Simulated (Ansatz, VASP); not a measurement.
One calculation of CsGa, two programs

Contents of INCAR:

```
PREC = Accurate
ENCUT = 520
EDIFF = 1E-6
ISMEAR = -1
SIGMA = 0.05
LREAL = False
LASPH = True
NELM = 80
ALGO = Normal
ISIF = 2
LWAVE = False
LCHARG = False
GGA = PS
NBANDS = 30
```

KPOINTS

```
regular mesh
0
Gamma
  6 6 6
```

Contents of POSCAR:

```
CsGa
1.0
    0.0000000000      3.4025481352      3.4025481352
    3.4025481352      0.0000000000      3.4025481352
    3.4025481352      3.4025481352      0.0000000000
Cs Ga
2 2
Direct
    0.1250000000      0.1250000000      0.1250000000
   -0.1250000000     -0.1250000000     -0.1250000000
    0.3750000000      0.3750000000      0.3750000000
   -0.3750000000     -0.3750000000     -0.3750000000
```

Input for Ansatz:

```yaml
crystal:
  lattice:
    - [0.0, 3.4025481352, 3.4025481352]
    - [3.4025481352, 0.0, 3.4025481352]
    - [3.4025481352, 3.4025481352, 0.0]
  atoms:
    - { symbol: Cs, position: [0.125, 0.125, 0.125] }
    - { symbol: Cs, position: [-0.125, -0.125, -0.125] }
    - { symbol: Ga, position: [0.375, 0.375, 0.375] }
    - { symbol: Ga, position: [-0.375, -0.375, -0.375] }
kpoints:
  mp_grid: { grid: [6, 6, 6] }
  band_path:
    path:
      - [0.0, 0.0, 0.0]
      - [0.5, 0.0, 0.5]
      - [0.625, 0.25, 0.625]
      - [0.375, 0.375, 0.75]
      - [0.0, 0.0, 0.0]
      - [0.5, 0.5, 0.5]
      - [0.5, 0.25, 0.75]
      - [0.5, 0.0, 0.5]
    npoints: 8
scf:
  occupations: { method: fermi_dirac, width: 0.05 }
hamiltonian:
  xc: pbesol
  pseudopotentials: { kind: all_electron, lapw: { basis_error: 0.0005 } }
output:
  forces: true
  stress: true
  eigenvalues: true
  populations: true
```

Change from the starting cell: volume scaled by 0.6, LAPW.

Alike in both runs: task single point; functional PBEsol; k mesh 6 × 6 × 6; occupations fermi-dirac, width 0.05 eV; no spin polarisation.

|  | VASP | Ansatz |
| --- | --- | --- |
| version | VASP 6.6.1 | Ansatz 0.2.0 |
| potentials or method | VASP PAW PBE potentials, release 64 (Cs_sv, Ga_d), cutoff 520 eV | all-electron LAPW, scalar-relativistic |

```tsv
	VASP	Ansatz	Ansatz less VASP
pressure (GPa)	35.5	33.4	-2.06
```

VASP's potentials were made for PBE, not for PBEsol. Both programs put the cell under a high pressure, so it lies far from rest at this level. Ansatz ran all-electron here, and VASP with PAW potentials.

Spin-orbit coupling is off throughout.
